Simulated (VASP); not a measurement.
**MgS: single point with LDA**

MgS:

```
S Mg
1.0
     4.03462    0.00000    0.00000
    -2.01731    3.49409    0.00000
     0.00000    0.00000    6.43229
S Mg
2 2
Direct
  0.66667 0.33333 0.87924
  0.33333 0.66667 0.37924
  0.33333 0.66667 0.99575
  0.66667 0.33333 0.49575
```

| Property | Result |
| --- | --- |
| Program | VASP 6.6.1 |
| Task | single point |
| Functional | LDA |
| Potentials or basis | VASP PAW LDA potentials, release 64 (S, Mg) |
| Cutoff | 520 eV |
| k mesh | 8 × 8 × 4 |
| Occupations | fermi-dirac, width 0.05 eV |
| Spin | no spin polarisation |

| Quantity | Value |
| --- | --- |
| Pressure | -2.4 GPa |
| Largest force | 0.054 eV/Å |
| Band gap on the k mesh | 3.16 eV, direct |

Forces in eV/Å, atoms in the order of the input:
```
S    0.000  0.000 -0.054
S    0.000  0.000 -0.054
Mg   0.000  0.000  0.054
Mg   0.000  0.000  0.054
```

Stress tensor (GPa, compression positive):
```
-2.34  0.00  0.00
 0.00 -2.34  0.00
 0.00  0.00 -2.52
```

Levels at points of the mesh, in eV from the valence-band top:
| k point | band 4 | band 5 | band 6 | band 7 | band 8 | band 9 | band 10 | band 11 | band 12 | band 13 |
| --- | --- | --- | --- | --- | --- | --- | --- | --- | --- | --- |
| (0.00, 0.00, 0.00) | -0.59 | -0.59 | -0.16 | -0.16 | 0.00 | 3.16 | 4.43 | 7.28 | 7.28 | 8.04 |
| (0.50, 0.00, 0.00) | -2.51 | -1.93 | -1.28 | -0.97 | -0.48 | 4.48 | 4.99 | 5.57 | 7.32 | 8.07 |
| (0.00, 0.00, 0.50) | -1.97 | -0.38 | -0.38 | -0.38 | -0.38 | 4.66 | 4.66 | 7.39 | 7.39 | 7.44 |
| (0.50, 0.00, 0.50) | -3.20 | -0.92 | -0.92 | -0.83 | -0.83 | 4.40 | 4.40 | 6.08 | 6.08 | 9.05 |

Run time: 54 s on 1 thread of Intel Xeon 8259CL, with other jobs on the host, peak memory 0.18 GiB.
